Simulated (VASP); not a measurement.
# Si5N3 (P-43m) in VASP: notebook

Runs on Si5N3. Level: PBE. Tasks: single point, relaxation of cell and atoms.

Program: VASP 6.6.1. These are calculated values, not measurements. Logs are shortened: lines on timing, memory, paths and dates and some standing lists are left out, and cuts for length are marked.

## Step 1: The cell of the first run

The structure is cubic, space group P-43m (No. 215). Conventional cell: a = 4.604 Å, b = 4.604 Å, c = 4.604 Å, α = 90.00°, β = 90.00°, γ = 90.00°. Si (site symmetry -43m) has 4 Si at 2.30 Å within 3.0 Å. Si (site symmetry 3m) has 3 N at 1.91 Å and 1 Si at 2.30 Å within 2.5 Å. N (site symmetry -42m) has 4 Si at 1.91 Å within 2.5 Å.

## Step 2: Single point, PBE

INCAR reads:

```
SYSTEM = Si5N3
  ALGO = Normal
  EDIFF = 1E-6
  ENCUT = 520
  GGA = PE
  ISIF = 2
  ISMEAR = 0
  LASPH = .TRUE.
  LCHARG = .FALSE.
  LREAL = .FALSE.
  LWAVE = .FALSE.
  NBANDS = 28
  NELM = 60
  PREC = Accurate
  SIGMA = 0.2
```

KPOINTS reads:

```
k-points
0
G
  4 4 4
  0 0 0
```

POSCAR reads:

```
Si5N3
1.0
    4.6035015502      0.0000000000      0.0000000000
    0.0000000000      4.6035015502      0.0000000000
    0.0000000000      0.0000000000      4.6035015502
Si N
5 3
Direct
    0.0000000000      0.0000000000      0.0000000000
    0.7111060084      0.2888939916      0.7111060084
    0.2888939916      0.7111060084      0.7111060084
    0.2888939916      0.2888939916      0.2888939916
    0.7111060084      0.7111060084      0.2888939916
    0.5000000000      0.5000000000      0.0000000000
    0.5000000000      0.0000000000      0.5000000000
    0.0000000000      0.5000000000      0.5000000000
```

Potentials or basis: VASP PAW PBE potentials, release 64 (Si, N).

Launch:

```bash
cat potpaw_PBE.64/Si/POTCAR potpaw_PBE.64/N/POTCAR > POTCAR
mpirun -np 1 vasp_std > vasp.out
```

OUTCAR:

```text
SYSTEM = Si5N3
   EDIFF = 1E-6
   ENCUT = 520
   GGA = PE
   ISIF = 2
   ISMEAR = 0
   LASPH = .TRUE.
   LREAL = .FALSE.
   NELM = 60
   PREC = Accurate

 ion  position               nearest neighbor table
   1  0.000  0.000  0.000-   2 2.30   3 2.30   4 2.30   5 2.30
   2  0.711  0.289  0.711-   6 1.91   7 1.91   8 1.91   1 2.30   3 2.75   4 2.75   5 2.75
   3  0.289  0.711  0.711-   6 1.91   7 1.91   8 1.91   1 2.30   2 2.75   4 2.75   5 2.75
   4  0.289  0.289  0.289-   6 1.91   7 1.91   8 1.91   1 2.30   2 2.75   3 2.75   5 2.75
   5  0.711  0.711  0.289-   6 1.91   7 1.91   8 1.91   1 2.30   2 2.75   3 2.75   4 2.75
   6  0.500  0.500  0.000-   2 1.91   3 1.91   4 1.91   5 1.91
   7  0.500  0.000  0.500-   2 1.91   3 1.91   4 1.91   5 1.91
   8  0.000  0.500  0.500-   2 1.91   3 1.91   4 1.91   5 1.91

  LATTYP: Found a simple cubic cell.
 ALAT       =     4.6035015502

  Lattice vectors:

 A1 = (   4.6035015502,   0.0000000000,   0.0000000000)
 A2 = (   0.0000000000,   4.6035015502,   0.0000000000)
 A3 = (   0.0000000000,   0.0000000000,   4.6035015502)

Analysis of symmetry for initial positions (statically):
=====================================================================
 Subroutine PRICEL returns:
 Original cell was already a primitive cell.

 Routine SETGRP: Setting up the symmetry group for a
 simple cubic supercell.

 Subroutine GETGRP returns: Found 24 space group operations
 (whereof 24 operations were pure point group operations)
 out of a pool of 48 trial point group operations.

The static configuration has the point symmetry T_d .

Analysis of symmetry for dynamics (positions and initial velocities):
=====================================================================
 Subroutine PRICEL returns:
 Original cell was already a primitive cell.

 Routine SETGRP: Setting up the symmetry group for a
 simple cubic supercell.

 Subroutine GETGRP returns: Found 24 space group operations
 (whereof 24 operations were pure point group operations)
 out of a pool of 48 trial point group operations.

The dynamic configuration has the point symmetry T_d .

 Subroutine INISYM returns: Found 24 space group operations
 (whereof 24 operations are pure point group operations),
 and found     1 'primitive' translations

----------------------------------------------------------------------------------------

                                     Primitive cell

  volume of cell :      97.5584

  direct lattice vectors                    reciprocal lattice vectors
     4.603501550  0.000000000  0.000000000     0.217225951  0.000000000  0.000000000
     0.000000000  4.603501550  0.000000000     0.000000000  0.217225951  0.000000000
     0.000000000  0.000000000  4.603501550     0.000000000  0.000000000  0.217225951

  length of vectors
     4.603501550  4.603501550  4.603501550     0.217225951  0.217225951  0.217225951

  position of ions in fractional coordinates (direct lattice)
     0.000000000  0.000000000  0.000000000
     0.711106008  0.288893992  0.711106008
     0.288893992  0.711106008  0.711106008
     0.288893992  0.288893992  0.288893992
     0.711106008  0.711106008  0.288893992
     0.500000000  0.500000000  0.000000000
     0.500000000  0.000000000  0.500000000
     0.000000000  0.500000000  0.500000000

  ion indices of the primitive-cell ions
   primitive index   ion index
                 1           1
                 2           2
                 3           3
                 4           4
                 5           5
                 6           6
                 7           7
                 8           8

----------------------------------------------------------------------------------------

 KPOINTS: k-points

Automatic generation of k-mesh.
 Grid dimensions read from file:
 generate k-points for:    4    4    4

 Generating k-lattice:

  Cartesian coordinates                     Fractional coordinates (reciprocal lattice)
     0.054306488  0.000000000  0.000000000     0.250000000  0.000000000  0.000000000
     0.000000000  0.054306488  0.000000000     0.000000000  0.250000000  0.000000000
     0.000000000  0.000000000  0.054306488     0.000000000  0.000000000  0.250000000

  Length of vectors
     0.054306488  0.054306488  0.054306488

  Shift w.r.t. Gamma in fractional coordinates (k-lattice)
     0.000000000  0.000000000  0.000000000

 Subroutine IBZKPT returns following result:
 ===========================================

 Found     10 irreducible k-points:

 Following reciprocal coordinates:
            Coordinates               Weight
  0.000000  0.000000  0.000000      1.000000
  0.250000  0.000000  0.000000      6.000000
  0.500000  0.000000  0.000000      3.000000
  0.250000  0.250000  0.000000     12.000000
  0.500000  0.250000  0.000000     12.000000
  0.500000  0.500000  0.000000      3.000000
  0.250000  0.250000  0.250000      8.000000
  0.500000  0.250000  0.250000     12.000000
[... 85 lines left out ...]
     27      15.8666      0.00000
     28      15.8666      0.00000

 k-point     2 :       0.2500    0.0000    0.0000
  band No.  band energies     occupation
      1      -9.6044      2.00000
      2      -7.9293      2.00000
      3      -7.5567      2.00000
      4      -1.3439      2.00000
      5      -0.8769      2.00000
      6      -0.8769      2.00000
[... 20 lines left out ...]
     27      14.2479      0.00000
     28      15.5851      0.00000

 k-point     3 :       0.5000    0.0000    0.0000
  band No.  band energies     occupation
      1      -9.2053      2.00000
      2      -8.4503      2.00000
      3      -7.5397      2.00000
      4      -1.2667      2.00000
      5      -0.6196      2.00000
      6      -0.6196      2.00000
[... 20 lines left out ...]
     27      14.4861      0.00000
     28      14.6160      0.00000

 k-point     4 :       0.2500    0.2500    0.0000
  band No.  band energies     occupation
      1      -9.3808      2.00000
      2      -7.9953      2.00000
      3      -7.7565      2.00000
      4      -1.8256      2.00000
      5      -0.9032      2.00000
      6      -0.1948      2.00000
[... 20 lines left out ...]
     27      14.9235      0.00000
     28      15.5536      0.00000

 k-point     5 :       0.5000    0.2500    0.0000
  band No.  band energies     occupation
      1      -8.9847      2.00000
      2      -8.3970      2.00000
      3      -7.7971      2.00000
      4      -1.7113      2.00000
      5      -1.4646      2.00000
      6      -0.1631      2.00000
[... 20 lines left out ...]
     27      14.7086      0.00000
     28      15.4932      0.00000

 k-point     6 :       0.5000    0.5000    0.0000
  band No.  band energies     occupation
      1      -8.4819      2.00000
      2      -8.3415      2.00000
      3      -8.3415      2.00000
      4      -2.0483      2.00000
      5      -1.8094      2.00000
      6       0.5102      2.00000
[... 20 lines left out ...]
     27      14.9451      0.00000
     28      15.2834      0.00000

 k-point     7 :       0.2500    0.2500    0.2500
  band No.  band energies     occupation
      1      -9.1716      2.00000
      2      -7.9650      2.00000
      3      -7.9650      2.00000
      4      -2.3109      2.00000
      5      -0.8497      2.00000
      6      -0.0575      2.00000
[... 20 lines left out ...]
     27      14.1231      0.00000
     28      15.1809      0.00000

 k-point     8 :       0.5000    0.2500    0.2500
  band No.  band energies     occupation
      1      -8.7948      2.00000
      2      -8.3507      2.00000
      3      -7.9341      2.00000
      4      -2.4728      2.00000
      5      -1.3377      2.00000
      6      -0.1761      2.00000
[... 20 lines left out ...]
     27      14.7662      0.00000
     28      14.9972      0.00000

 k-point     9 :       0.5000    0.5000    0.2500
  band No.  band energies     occupation
      1      -8.3779      2.00000
      2      -8.3028      2.00000
      3      -8.3028      2.00000
      4      -2.9096      2.00000
      5      -1.4277      2.00000
      6      -0.0648      2.00000
[... 20 lines left out ...]
     27      14.1029      0.00000
     28      14.9377      0.00000

 k-point    10 :       0.5000    0.5000    0.5000
  band No.  band energies     occupation
      1      -8.2628      2.00000
      2      -8.2628      2.00000
      3      -8.2628      2.00000
      4      -3.5023      2.00000
      5      -0.5610      2.00000
      6      -0.5610      2.00000
[... 20 lines left out ...]
     27      14.5448      0.00000
     28      14.5786      0.00000

------------------------ aborting loop because EDIFF is reached ----------------------------------------

  FORCE on cell =-STRESS in cart. coord.  units (eV):
  Direction    XX          YY          ZZ          XY          YZ          ZX
  --------------------------------------------------------------------------------------
  -------------------------------------------------------------------------------------
  Total       -0.2666139     -0.2666139     -0.2666139      0.0000000     -0.0000000      0.0000000
  in kB       -4.3785311     -4.3785311     -4.3785311      0.0000000     -0.0000000      0.0000000
  external PRESSURE =      -4.3785311 kB  Pullay stress =       0.0000000 kB

 VOLUME and BASIS-vectors are now :
 -----------------------------------------------------------------------------
  energy-cutoff  :      520.00
  volume of cell :       97.56
      direct lattice vectors                 reciprocal lattice vectors
     4.603501550  0.000000000  0.000000000     0.217225951  0.000000000  0.000000000
     0.000000000  4.603501550  0.000000000     0.000000000  0.217225951  0.000000000
     0.000000000  0.000000000  4.603501550     0.000000000  0.000000000  0.217225951

 POSITION                                       TOTAL-FORCE (eV/Angst)
 -----------------------------------------------------------------------------------
      0.00000      0.00000      0.00000         0.000000     -0.000000      0.000000
      3.27358      1.32992      3.27358         0.025787     -0.025787      0.025787
      1.32992      3.27358      3.27358        -0.025787      0.025787      0.025787
      1.32992      1.32992      1.32992        -0.025787     -0.025787     -0.025787
      3.27358      3.27358      1.32992         0.025787      0.025787     -0.025787
      2.30175      2.30175      0.00000         0.000000     -0.000000     -0.000000
      2.30175      0.00000      2.30175         0.000000     -0.000000      0.000000
      0.00000      2.30175      2.30175         0.000000     -0.000000     -0.000000
 -----------------------------------------------------------------------------------
    total drift:                               -0.000000     -0.000000      0.000000

  FREE ENERGIE OF THE ION-ELECTRON SYSTEM (eV)
  ---------------------------------------------------
  free  energy   TOTEN  =       -52.2555763980 eV

  energy  without entropy=      -52.2143802443  energy(sigma->0) =      -52.23497832
```

Wall time 22 s (1 thread of Intel Xeon Platinum 8488C (Sapphire Rapids), shared host); peak memory 0.2 GiB.

Results:

```yaml
Free_energy: -52.2556 eV
Pressure: -0.4 GPa
Largest_force: 0.045 eV/Å
```

Forces in eV/Å, atoms in the order of the input:
```
Si   0.000  0.000  0.000
Si   0.026 -0.026  0.026
Si  -0.026  0.026  0.026
Si  -0.026 -0.026 -0.026
Si   0.026  0.026 -0.026
N    0.000  0.000  0.000
N    0.000  0.000  0.000
N    0.000  0.000  0.000
```

## Step 3: Relaxation of cell and atoms, PBE

This run uses another cell than the first one, of 12.73 Å³/atom, 1.044 times its volume.

INCAR reads:

```
PREC     = Accurate       # precision mode
ENCUT    = 600            # plane-wave cutoff, eV
EDIFF    = 1E-7           # SCF threshold, eV
ISMEAR   = 0              # smearing method
SIGMA    = 0.2            # smearing width, eV
LREAL    = False          # projectors in reciprocal space
LASPH    = True           # aspherical terms in the spheres
NELM     = 80             # most SCF steps
ALGO     = Normal         # electronic algorithm
ISIF     = 3              # what is computed and relaxed
LWAVE    = False          # write WAVECAR
LCHARG   = False          # write CHGCAR
GGA      = PE             # functional
IBRION   = 2              # ionic algorithm
NSW      = 36             # ionic steps
EDIFFG   = -0.08          # ionic threshold
```

KPOINTS reads:

```
Automatic mesh
0
Gamma
  4 4 4
```

POSCAR reads:

```
Si5N3
1.0
    4.6700000000      0.0000000000      0.0000000000
    0.0000000000      4.6700000000      0.0000000000
    0.0000000000      0.0000000000      4.6700000000
Si N
5 3
Direct
    0.0000000000      0.0000000000      0.0000000000
    0.7500000000      0.2500000000      0.7500000000
    0.2500000000      0.7500000000      0.7500000000
    0.2500000000      0.2500000000      0.2500000000
    0.7500000000      0.7500000000      0.2500000000
    0.5000000000      0.5000000000      0.0000000000
    0.5000000000      0.0000000000      0.5000000000
    0.0000000000      0.5000000000      0.5000000000
```

Potentials or basis: VASP PAW PBE potentials, release 64 (Si, N).

Launch:

```bash
cat potpaw_PBE.64/Si/POTCAR potpaw_PBE.64/N/POTCAR > POTCAR
mpirun -np 1 vasp_std > vasp.out
```

It took 1.9 min on 1 thread of Intel Xeon Platinum 8488C (Sapphire Rapids), shared host; peak memory 0.24 GiB.

Results (log left out):

- Free energy: -52.2660 eV
- Relaxed volume: 12.15 Å³/atom
- Relaxed cell: a = 4.598 Å, b = 4.598 Å, c = 4.598 Å, α = 90.00°, β = 90.00°, γ = 90.00°
- Space group after relaxing (to 0.05 Å): P-43m (No. 215)
- Energy gained by relaxing: 483.8 meV/atom
- Ionic steps: 7
- Pressure after relaxing: 0.0 GPa

The path:
| step | energy change (eV) | largest force (eV/Å) | pressure (GPa) | volume (Å³) |
| --- | --- | --- | --- | --- |
| 1 | 0.0000 | 6.3518 | 4.53 | 101.85 |
| 2 | -3.4989 | 0.2877 | -10.60 | 107.24 |
| 3 | -3.4989 | 0.3038 | -10.59 | 107.22 |
| 4 | -3.7585 | 0.9282 | 4.63 | 94.66 |
| 5 | -3.8375 | 0.4647 | -1.28 | 98.44 |
| 6 | -3.8694 | 0.0947 | -0.26 | 97.38 |
| 7 | -3.8703 | 0.0056 | -0.01 | 97.18 |

Final structure:
```
Si N
1.0
     4.59761    0.00000    0.00000
     0.00000    4.59761    0.00000
     0.00000    0.00000    4.59761
Si N
5 3
Direct
  0.00000 0.00000 0.00000
  0.71137 0.28863 0.71137
  0.28863 0.71137 0.71137
  0.28863 0.28863 0.28863
  0.71137 0.71137 0.28863
  0.50000 0.50000 0.00000
  0.50000 0.00000 0.50000
  0.00000 0.50000 0.50000
```

Levels at points of the mesh, in eV from the Fermi level:
```
           k point  band 15  band 16  band 17  band 18  band 19  band 20
(0.00, 0.00, 0.00)    -2.59    -2.59    -2.59    -1.19    -1.19     0.66
(0.50, 0.00, 0.00)    -3.30    -3.30    -2.97     0.76     1.03     1.51
(0.50, 0.50, 0.00)    -3.16    -3.16    -1.11     0.34     0.34     1.49
(0.50, 0.50, 0.50)    -2.61    -2.61    -1.10    -1.10    -1.10     0.35
```

## Step 4: Single point, PBE

This run uses another cell than the first one, of 12.12 Å³/atom, 0.994 times its volume.

INCAR reads:

```
PREC     = Accurate       # precision mode
ENCUT    = 520            # plane-wave cutoff, eV
EDIFF    = 1E-7           # SCF threshold, eV
ISMEAR   = 0              # smearing method
SIGMA    = 0.1            # smearing width, eV
LREAL    = F              # projectors in reciprocal space
LASPH    = T              # aspherical terms in the spheres
NELM     = 60             # most SCF steps
ALGO     = Normal         # electronic algorithm
ISIF     = 2              # what is computed and relaxed
LWAVE    = F              # write WAVECAR
LCHARG   = T              # write CHGCAR
GGA      = PE             # functional
LELF     = T              # ELF
LVHAR    = T            
NBANDS   = 28             # bands
```

KPOINTS reads:

```
regular mesh
0
Gamma
  8 8 8
```

POSCAR reads:

```
Si5N3
1.0
    4.5936787913      0.0000000000      0.0000000000
    0.0000000000      4.5936787913      0.0000000000
    0.0000000000      0.0000000000      4.5936787913
Si N
5 3
Direct
    0.0000000000      0.0000000000      0.0000000000
    0.7125432084      0.2874567916      0.7125432084
    0.2874567916      0.7125432084      0.7125432084
    0.2874567916      0.2874567916      0.2874567916
    0.7125432084      0.7125432084      0.2874567916
    0.5000000000      0.5000000000      0.0000000000
    0.5000000000      0.0000000000      0.5000000000
    0.0000000000      0.5000000000      0.5000000000
```

Launch:

```bash
cat potpaw_PBE.64/Si/POTCAR potpaw_PBE.64/N/POTCAR > POTCAR
mpirun -np 1 vasp_std > vasp.out
```

Wall time 74 s (1 thread of Intel Xeon Platinum 8488C (Sapphire Rapids), shared host); peak memory 0.23 GiB.

The run converged. Its results:

| Item | Value |
| --- | --- |
| Free energy | -52.3034 eV |
| Pressure | -0.1 GPa |
| Largest force | 0.015 eV/Å |

Forces on the atoms (eV/Å):
```
Si   0.000  0.000  0.000
Si   0.009 -0.009  0.009
Si  -0.009  0.009  0.009
Si  -0.009 -0.009 -0.009
Si   0.009  0.009 -0.009
N    0.000  0.000  0.000
N    0.000  0.000  0.000
N    0.000  0.000  0.000
```

Levels at points of the mesh, in eV from the Fermi level:
| k point | band 13 | band 14 | band 15 | band 16 | band 17 | band 18 | band 19 | band 20 | band 21 | band 22 |
| --- | --- | --- | --- | --- | --- | --- | --- | --- | --- | --- |
| (0.00, 0.00, 0.00) | -7.12 | -5.77 | -2.63 | -2.63 | -2.63 | -1.24 | -1.24 | 0.66 | 0.66 | 0.66 |
| (0.50, 0.00, 0.00) | -6.16 | -5.77 | -3.34 | -3.34 | -2.92 | 0.76 | 1.00 | 1.46 | 1.85 | 2.59 |
| (0.50, 0.50, 0.00) | -5.82 | -5.22 | -3.21 | -3.21 | -1.06 | 0.35 | 0.35 | 1.47 | 2.24 | 2.71 |
| (0.50, 0.50, 0.50) | -5.77 | -2.64 | -2.64 | -2.64 | -1.11 | -1.11 | -1.11 | 0.42 | 2.51 | 2.51 |

## Step 5: Overview

```tsv
task	cell	k mesh	cutoff (eV)	smearing	gap on the mesh (eV)	pressure (GPa)	largest force (eV/Å)
single point	a = 4.604 Å, 8 atoms	4 × 4 × 4	520	gaussian 0.2 eV	none	-0.4	0.04
relaxation of cell and atoms	relaxed from a = 4.670 Å, 8 atoms	4 × 4 × 4	600	gaussian 0.2 eV	none	0.0	-
single point	a = 4.594 Å, 8 atoms	8 × 8 × 8	520	gaussian 0.1 eV	none	-0.1	0.02
```

Alike in all rows: level PBE; potentials or basis VASP PAW PBE potentials, release 64 (Si, N); no spin polarisation.

Total energies depend on the potentials used, so only differences within one code and one set of settings carry meaning.
